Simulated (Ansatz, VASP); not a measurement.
# Two plane-wave programs on Hf3Zr5Hg8

```xyz
16
Lattice="6.2940 0.0000 0.0000 0.0000 6.2940 0.0000 0.0000 0.0000 8.3400" Properties=species:S:1:pos:R:3 pbc="T T T"
Hg    0.0000    0.0000    0.0000
Hg    0.0000    0.0000    4.1700
Hg    0.0000    3.1470    0.0000
Hg    0.0000    3.1470    4.1700
Hg    3.1470    0.0000    0.0000
Hg    3.1470    0.0000    4.1700
Hg    3.1470    3.1470    0.0000
Hg    3.1470    3.1470    4.1700
Zr    1.5735    1.5735    2.0850
Zr    1.5735    1.5735    6.2550
Zr    1.5735    4.7205    2.0850
Zr    1.5735    4.7205    6.2550
Zr    4.7205    4.7205    6.2550
Hf    4.7205    1.5735    2.0850
Hf    4.7205    1.5735    6.2550
Hf    4.7205    4.7205    2.0850
```

Alike in both runs: task single point; functional LDA; k mesh 3 × 3 × 2; occupations gaussian, width 0.05 eV; no spin polarisation.

```csv
,VASP,Ansatz
version,VASP 6.6.1,Ansatz 0.2.0
potentials or method,"VASP PAW LDA potentials, release 64 (Hg, Zr_sv, Hf_pv)","plane waves, PAW"
plane-wave cutoff (eV),520,420
valence electrons in the cell,186,298
```

|  | VASP | Ansatz | Ansatz less VASP |
| --- | --- | --- | --- |
| pressure (GPa) | -4.1 | -4.6 | -0.54 |
| rms of the force components (eV/Å) | 0.059 | 0.050 | -0.0091 |

LDA's correlation is that of Perdew and Zunger in VASP and of Perdew and Wang (1992) in Ansatz. VASP's potentials hold 186 valence electrons a cell and Ansatz's 298, so a difference there can come from the potentials and not from the codes.

The k mesh is coarse, so the values compare programs but aren't converged. Spin-orbit coupling is off throughout.
